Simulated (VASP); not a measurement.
# CdSe (F-43m) in VASP: notebook

Runs on CdSe. Level: r2SCAN. Tasks: single point.

Everything below comes from runs of VASP 6.6.1. Logs are shortened: lines on timing, memory, paths and dates and some standing lists are left out, and cuts for length are marked.

## Step 1: The cell of the first run

Symmetry: F-43m, No. 216, cubic system. The conventional cell has a = 6.141 Å, b = 6.141 Å, c = 6.141 Å, α = 90.00°, β = 90.00°, γ = 90.00°. Within 3.5 Å of Cd (site symmetry -43m) lie 4 Se at 2.66 Å. Se (site symmetry -43m) has 4 Cd at 2.66 Å within 3.5 Å.

## Step 2: Single point, r2SCAN

Contents of POSCAR:

```
CdSe
1.0
    0.0000000000      3.0702710000      3.0702710000
    3.0702710000      0.0000000000      3.0702710000
    3.0702710000      3.0702710000      0.0000000000
Cd Se
1 1
Direct
    0.0000000000      0.0000000000      0.0000000000
    0.7500000000      0.7500000000      0.7500000000
```

Contents of INCAR.step1:

```
  PREC = Accurate
  ENCUT = 520
  ISMEAR = 0
  SIGMA = 0.01
  LREAL = F
  LASPH = T
  NELM = 80
  NBANDS = 16
  GGA = PE
  ALGO = Normal
  EDIFF = 1E-4
  LWAVE = T
  LCHARG = F
```

Contents of INCAR.step2:

```
  PREC = Accurate
  ENCUT = 520
  EDIFF = 1E-6
  ISMEAR = 0
  SIGMA = 0.01
  LREAL = F
  LASPH = T
  NELM = 80
  ALGO = Normal
  ISIF = 2
  LWAVE = F
  LCHARG = T
  METAGGA = R2SCAN
  LMIXTAU = T
  LELF = T
  LVHAR = T
  NBANDS = 16
  ISTART = 1
```

Contents of KPOINTS:

```
Automatic mesh
0
Gamma
  6 6 6
```

Potentials or basis: VASP PAW PBE potentials, release 64 (Cd, Se).

Started as:

```
$ cat potpaw_PBE.64/Cd/POTCAR potpaw_PBE.64/Se/POTCAR > POTCAR
$ cp INCAR.step1 INCAR
$ mpirun -np 1 vasp_std > vasp.out
$ cp INCAR.step2 INCAR
$ mpirun -np 1 vasp_std > vasp.out
```

OUTCAR:

```text
PREC = Accurate
   ENCUT = 520
   EDIFF = 1E-6
   ISMEAR = 0
   LREAL = F
   LASPH = T
   NELM = 80
   ISIF = 2
   METAGGA = R2SCAN
   ISTART = 1

 ion  position               nearest neighbor table
   1  0.000  0.000  0.000-   2 2.66   2 2.66   2 2.66   2 2.66
   2  0.750  0.750  0.750-   1 2.66   1 2.66   1 2.66   1 2.66

  LATTYP: Found a face centered cubic cell.
 ALAT       =     6.1405420000

  Lattice vectors:

 A1 = (   0.0000000000,   3.0702710000,   3.0702710000)
 A2 = (   3.0702710000,   0.0000000000,   3.0702710000)
 A3 = (   3.0702710000,   3.0702710000,   0.0000000000)

Analysis of symmetry for initial positions (statically):
=====================================================================
 Subroutine PRICEL returns:
 Original cell was already a primitive cell.

 Routine SETGRP: Setting up the symmetry group for a
 face centered cubic supercell.

 Subroutine GETGRP returns: Found 24 space group operations
 (whereof 24 operations were pure point group operations)
 out of a pool of 48 trial point group operations.

The static configuration has the point symmetry T_d .

Analysis of symmetry for dynamics (positions and initial velocities):
=====================================================================
 Subroutine PRICEL returns:
 Original cell was already a primitive cell.

 Routine SETGRP: Setting up the symmetry group for a
 face centered cubic supercell.

 Subroutine GETGRP returns: Found 24 space group operations
 (whereof 24 operations were pure point group operations)
 out of a pool of 48 trial point group operations.

The dynamic configuration has the point symmetry T_d .

 Subroutine INISYM returns: Found 24 space group operations
 (whereof 24 operations are pure point group operations),
 and found     1 'primitive' translations

----------------------------------------------------------------------------------------

                                     Primitive cell

  volume of cell :      57.8842

  direct lattice vectors                    reciprocal lattice vectors
     0.000000000  3.070271000  3.070271000    -0.162852074  0.162852074  0.162852074
     3.070271000  0.000000000  3.070271000     0.162852074 -0.162852074  0.162852074
     3.070271000  3.070271000  0.000000000     0.162852074  0.162852074 -0.162852074

  length of vectors
     4.342018888  4.342018888  4.342018888     0.282068066  0.282068066  0.282068066

  position of ions in fractional coordinates (direct lattice)
     0.000000000  0.000000000  0.000000000
     0.750000000  0.750000000  0.750000000

  ion indices of the primitive-cell ions
   primitive index   ion index
                 1           1
                 2           2

----------------------------------------------------------------------------------------

 KPOINTS: Automatic mesh

Automatic generation of k-mesh.
 Grid dimensions read from file:
 generate k-points for:    6    6    6

 Generating k-lattice:

  Cartesian coordinates                     Fractional coordinates (reciprocal lattice)
    -0.027142012  0.027142012  0.027142012     0.166666667  0.000000000  0.000000000
     0.027142012 -0.027142012  0.027142012     0.000000000  0.166666667  0.000000000
     0.027142012  0.027142012 -0.027142012     0.000000000  0.000000000  0.166666667

  Length of vectors
     0.047011344  0.047011344  0.047011344

  Shift w.r.t. Gamma in fractional coordinates (k-lattice)
     0.000000000  0.000000000  0.000000000

 Subroutine IBZKPT returns following result:
 ===========================================

 Found     16 irreducible k-points:

 Following reciprocal coordinates:
            Coordinates               Weight
  0.000000  0.000000  0.000000      1.000000
  0.166667  0.000000  0.000000      8.000000
  0.333333  0.000000  0.000000      8.000000
  0.500000  0.000000  0.000000      4.000000
  0.166667  0.166667  0.000000      6.000000
  0.333333  0.166667  0.000000     24.000000
[... 8 lines left out ...]
 -0.333333  0.333333  0.166667     24.000000
 -0.333333  0.500000  0.166667     12.000000
   k-points           NKPTS =     16   k-points in BZ     NKDIM =     16   number of bands    NBANDS=     16
   number of dos      NEDOS =    301   number of ions     NIONS =      2
   total plane-waves  NPLWV =  32768
   dimension x,y,z NGX =    32 NGY =   32 NGZ =   32
   dimension x,y,z NGXF=    64 NGYF=   64 NGZF=   64
   ions per type =               1   1
   NGX,Y,Z   is equivalent  to a cutoff of  12.25, 12.25, 12.25 a.u.
   NGXF,Y,Z  is equivalent  to a cutoff of  24.50, 24.50, 24.50 a.u.
 SYSTEM =  unknown system
   PREC   = accura    normal or accurate (medium, high low for compatibility)
   ISTART =      1    job   : 0-new  1-cont  2-samecut
   ICHARG =      0    charge: 1-file 2-atom 10-const
   ISPIN  =      1    spin polarized calculation?
   LNONCOLLINEAR =      F non collinear calculations
   LSORBIT =      F    spin-orbit coupling
   LASPH  =      T    aspherical Exc in radial PAW
   ENCUT  =  520.0 eV  38.22 Ry    6.18 a.u.   8.07  8.07  8.07*2*pi/ulx,y,z
   NELM   =     80;   NELMIN=  2; NELMDL=  0     # of ELM steps
   EDIFF  = 0.1E-05   stopping-criterion for ELM
   LREAL  =      F    real-space projection
   EDIFFG = 0.1E-04   stopping-criterion for IOM
   NSW    =      0    number of steps for IOM
   IBRION =     -1    ionic relax: 0-MD 1-quasi-New 2-CG
   NFREE  =      0    steps in history (QN), initial steepest desc. (CG)
   ISIF   =      2    stress and relaxation
   ISYM   =      2    0-nonsym 1-usesym 2-fastsym
   POTIM  = 0.5000    time-step for ionic-motion
   TEBEG  =    0.0;   TEEND  =   0.0 temperature during run
   PSTRESS=    0.0 pullay stress
   NELECT =      18.0000    total number of electrons
   NUPDOWN=      -1.0000    fix difference up-down
   EMIN   =  10.00;   EMAX   =-10.00  energy-range for DOS
   EFERMI =   0.00;   METHOD = LEGACY
   ISMEAR =     0;   SIGMA  =   0.01  broadening in eV -4-tet -1-fermi 0-gaus
   EFERMI_NEDOS =   21; number of points for ismear=-14 and -15
   IALGO  =     38    algorithm
   IMIX   =      4    mixing-type and parameters
     AMIX     =   0.40;   BMIX     =  1.00
     AMIX_MAG =   1.60;   BMIX_MAG =  1.00
  volume/ion in A,a.u.               =      28.94       195.31
  Fermi-wavevector in a.u.,A,eV,Ry     =   1.109121  2.095935 16.737201  1.230150
  Thomas-Fermi vector in A             =   2.245657
   LORBIT       =      0    0 simple, 1 ext, 2 COOP (PROOUT), +10 PAW based schemes
   METAGGA = R2SCAN    functional components
   LHFCALC =     F    Hartree Fock is set to
   AEXX    =    0.0000 exact exchange contribution
   IVDW    =     0    specifies the selected vdW correction
   LEPSILON=     F    determine dielectric tensor
   LRPA    =     F    only Hartree local field effects (RPA)
 non-spin polarized calculation
 Gauss-broadening in eV      SIGMA  =   0.01
  energy-cutoff  :      520.00
  volume of cell :       57.88
 maximum number of plane-waves:      1588
   NGX = 17   NGY = 17   NGZ = 17

 number of electron      18.0000008 magnetization

 Free energy of the ion-electron system (eV)
  ---------------------------------------------------
  ext. energy  EPLUGINS =         0.00000000
  ---------------------------------------------------
  free energy    TOTEN  =       -35.91311700 eV

  energy without entropy =      -35.91311700  energy(sigma->0) =      -35.91311700

 E-fermi :   0.5237     XC(G=0):  -9.2907

 val. band max:        0.4218304998   @ k =   0.0000   0.0000   0.0000
 cond. band min:       1.4423444135   @ k =   0.0000   0.0000   0.0000
 fundamental gap:      1.0205139137
 Fermi energy:         0.5236945663

 k-point     1 :       0.0000    0.0000    0.0000
  band No.  band energies     occupation
      1     -12.4354      2.00000
      2      -7.6559      2.00000
      3      -7.6559      2.00000
      4      -7.6559      2.00000
      5      -7.2861      2.00000
      6      -7.2861      2.00000
[... 8 lines left out ...]
     15      12.0063      0.00000
     16      12.0063      0.00000

 k-point     2 :       0.1667    0.0000    0.0000
  band No.  band energies     occupation
      1     -12.3477      2.00000
      2      -7.6278      2.00000
      3      -7.6278      2.00000
      4      -7.5644      2.00000
      5      -7.2867      2.00000
      6      -7.2867      2.00000
[... 8 lines left out ...]
     15      11.0163      0.00000
     16      11.3718      0.00000

 k-point     3 :       0.3333    0.0000    0.0000
  band No.  band energies     occupation
      1     -12.1698      2.00000
      2      -7.5804      2.00000
      3      -7.5804      2.00000
      4      -7.2766      2.00000
      5      -7.2766      2.00000
      6      -7.2655      2.00000
[... 8 lines left out ...]
     15      11.4853      0.00000
     16      11.4853      0.00000

 k-point     4 :       0.5000    0.0000    0.0000
  band No.  band energies     occupation
      1     -12.0801      2.00000
      2      -7.5627      2.00000
      3      -7.5627      2.00000
      4      -7.2642      2.00000
      5      -7.2642      2.00000
      6      -7.0028      2.00000
[... 8 lines left out ...]
     15      13.1331      0.00000
     16      13.1331      0.00000
[... 172 lines left out ...]
 k-point    14 :       0.5000    0.3333    0.1667
  band No.  band energies     occupation
      1     -12.0548      2.00000
      2      -7.5121      2.00000
      3      -7.5029      2.00000
      4      -7.3486      2.00000
      5      -7.2607      2.00000
      6      -7.0530      2.00000
[... 8 lines left out ...]
     15      13.1217      0.00000
     16      14.0866      0.00000

 k-point    15 :      -0.3333    0.3333    0.1667
  band No.  band energies     occupation
      1     -11.9970      2.00000
      2      -7.5024      2.00000
      3      -7.4788      2.00000
      4      -7.3155      2.00000
      5      -7.2750      2.00000
      6      -6.8748      2.00000
[... 8 lines left out ...]
     15      12.8525      0.00000
     16      13.9945      0.00000

 k-point    16 :      -0.3333    0.5000    0.1667
  band No.  band energies     occupation
      1     -11.9688      2.00000
      2      -7.4666      2.00000
      3      -7.4529      2.00000
      4      -7.3477      2.00000
      5      -7.2594      2.00000
      6      -6.8494      2.00000
[... 8 lines left out ...]
     15      13.7996      0.00000
     16      13.9599      0.00000

------------------------ aborting loop because EDIFF is reached ----------------------------------------

  FORCE on cell =-STRESS in cart. coord.  units (eV):
  Direction    XX          YY          ZZ          XY          YZ          ZX
  --------------------------------------------------------------------------------------
  -------------------------------------------------------------------------------------
  Total        0.0252922      0.0252922      0.0252922     -0.0000000      0.0000000      0.0000000
  in kB        0.7000617      0.7000617      0.7000617     -0.0000000      0.0000000      0.0000000
  external PRESSURE =       0.7000617 kB  Pullay stress =       0.0000000 kB

 VOLUME and BASIS-vectors are now :
 -----------------------------------------------------------------------------
  energy-cutoff  :      520.00
  volume of cell :       57.88
      direct lattice vectors                 reciprocal lattice vectors
     0.000000000  3.070271000  3.070271000    -0.162852074  0.162852074  0.162852074
     3.070271000  0.000000000  3.070271000     0.162852074 -0.162852074  0.162852074
     3.070271000  3.070271000  0.000000000     0.162852074  0.162852074 -0.162852074

 POSITION                                       TOTAL-FORCE (eV/Angst)
 -----------------------------------------------------------------------------------
      0.00000      0.00000      0.00000         0.000000      0.000000      0.000000
      4.60541      4.60541      4.60541        -0.000000     -0.000000     -0.000000
 -----------------------------------------------------------------------------------
    total drift:                                0.000004      0.000004      0.000004

  FREE ENERGIE OF THE ION-ELECTRON SYSTEM (eV)
  ---------------------------------------------------
  free  energy   TOTEN  =       -35.9131170013 eV

  energy  without entropy=      -35.9131170013  energy(sigma->0) =      -35.91311700
```

Run time: 30 s. Hardware: 1 thread of AMD EPYC 9R45 (Zen 5), shared host; peak memory 0.16 GiB.

Results:

```
Free energy            : -35.9131 eV
Pressure               : 0.1 GPa
Band gap on the k mesh : 1.02 eV, direct
```

Caveat: the PAW data sets were made with another functional, which shifts forces and pressure a little. r2SCAN opens gaps a little over a GGA but as a rule still falls short of measured ones.

## Step 3: Single point, r2SCAN

This run uses another cell than the first one, of 29.52 Å³/atom, 1.020 times its volume.

Contents of POSCAR:

```
CdSe
1.0
    0.0000000000      3.0906045131      3.0906045131
    3.0906045131      0.0000000000      3.0906045131
    3.0906045131      3.0906045131      0.0000000000
Cd Se
1 1
Direct
    0.0000000000      0.0000000000      0.0000000000
    0.7500000000      0.7500000000      0.7500000000
```

Contents of INCAR.step1:

```
PREC     = Accurate       # precision mode
ENCUT    = 520            # plane-wave cutoff, eV
ISMEAR   = 0              # smearing method
SIGMA    = 0.01           # smearing width, eV
LREAL    = False          # projectors in reciprocal space
LASPH    = True           # aspherical terms in the spheres
NELM     = 80             # most SCF steps
NBANDS   = 16             # bands
GGA      = PE             # functional
ALGO     = Normal         # electronic algorithm
EDIFF    = 1E-4           # SCF threshold, eV
LWAVE    = True           # write WAVECAR
LCHARG   = False          # write CHGCAR
```

Contents of INCAR.step2:

```
PREC     = Accurate       # precision mode
ENCUT    = 520            # plane-wave cutoff, eV
EDIFF    = 1E-6           # SCF threshold, eV
ISMEAR   = 0              # smearing method
SIGMA    = 0.01           # smearing width, eV
LREAL    = False          # projectors in reciprocal space
LASPH    = True           # aspherical terms in the spheres
NELM     = 80             # most SCF steps
ALGO     = Normal         # electronic algorithm
ISIF     = 2              # what is computed and relaxed
LWAVE    = False          # write WAVECAR
LCHARG   = False          # write CHGCAR
METAGGA  = R2SCAN         # meta-GGA
LMIXTAU  = True         
NBANDS   = 16             # bands
ISTART   = 1
```

KPOINTS is that of step 2.

Potentials or basis: VASP PAW PBE potentials, release 64 (Cd, Se).

Started as:

```
$ cat potpaw_PBE.64/Cd/POTCAR potpaw_PBE.64/Se/POTCAR > POTCAR
$ cp INCAR.step1 INCAR
$ mpirun -np 1 vasp_std > vasp.out
$ cp INCAR.step2 INCAR
$ mpirun -np 1 vasp_std > vasp.out
```

Wall time 46 s (1 thread of AMD EPYC 9R45 (Zen 5), shared host); peak memory 0.18 GiB.

It converged, with:

| Item | Value |
| --- | --- |
| Free energy | -35.9101 eV |
| Pressure | -0.9 GPa |
| Band gap on the k mesh | 0.98 eV, direct |

Levels at points of the mesh, in eV from the valence-band top:
| k point | band 5 | band 6 | band 7 | band 8 | band 9 | band 10 | band 11 | band 12 | band 13 | band 14 |
| --- | --- | --- | --- | --- | --- | --- | --- | --- | --- | --- |
| (0.00, 0.00, 0.00) | -7.67 | -7.67 | 0.00 | 0.00 | 0.00 | 0.98 | 6.47 | 6.47 | 6.47 | 10.10 |
| (0.50, 0.00, 0.00) | -7.65 | -7.40 | -4.14 | -0.69 | -0.69 | 2.79 | 6.91 | 6.91 | 7.67 | 10.41 |
| (0.50, 0.50, 0.00) | -7.62 | -7.34 | -3.87 | -1.72 | -1.72 | 3.54 | 4.10 | 9.44 | 10.66 | 10.66 |

Caveat: the PAW data sets were made with another functional, which shifts forces and pressure a little.

[end of part 1 of 2]
